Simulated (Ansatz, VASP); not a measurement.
# SnO2: VASP beside Ansatz

```
Sn O
1.0
     4.76051    0.00000    0.00000
     0.00000    4.76070    0.00000
     0.00000    0.00000    3.20005
Sn O
2 4
Direct
  0.50000 0.50000 0.50000
  0.00000 0.00000 0.00000
  0.30583 0.30592 0.00000
  0.80583 0.19408 0.50000
  0.19417 0.80592 0.50000
  0.69417 0.69408 0.00000
```

Alike in both runs: task single point; functional r2SCAN; k mesh 5 × 5 × 5; no spin polarisation.

|  | VASP | Ansatz |
| --- | --- | --- |
| version | VASP 6.6.1 | Ansatz 0.2.0 |
| potentials or method | VASP PAW PBE potentials, release 64 (Sn_d, O) | plane waves |
| plane-wave cutoff (eV) | 520 | 500 |
| occupations | gaussian, width 0.01 eV | fixed |
| valence electrons in the cell | 52 | 52 |

Ansatz gave:

```
gap on the k mesh at the Fermi level (eV)                     : 1.77
pressure (GPa)                                                : 0.0
traceless stress, the component that is largest in VASP (GPa) : 0.07
rms of the force components (eV/Å)                            : 0.002
```

Task: Which values does VASP return?

Result: gap on the k mesh at the Fermi level (eV): 1.79; pressure (GPa): 1.1; traceless stress, the component that is largest in VASP (GPa): 0.41; rms of the force components (eV/Å): 0.011.

VASP's potentials were made for PBE, not for r2SCAN. Atom by atom the forces differ by 0.013 eV/Å (rms over components).
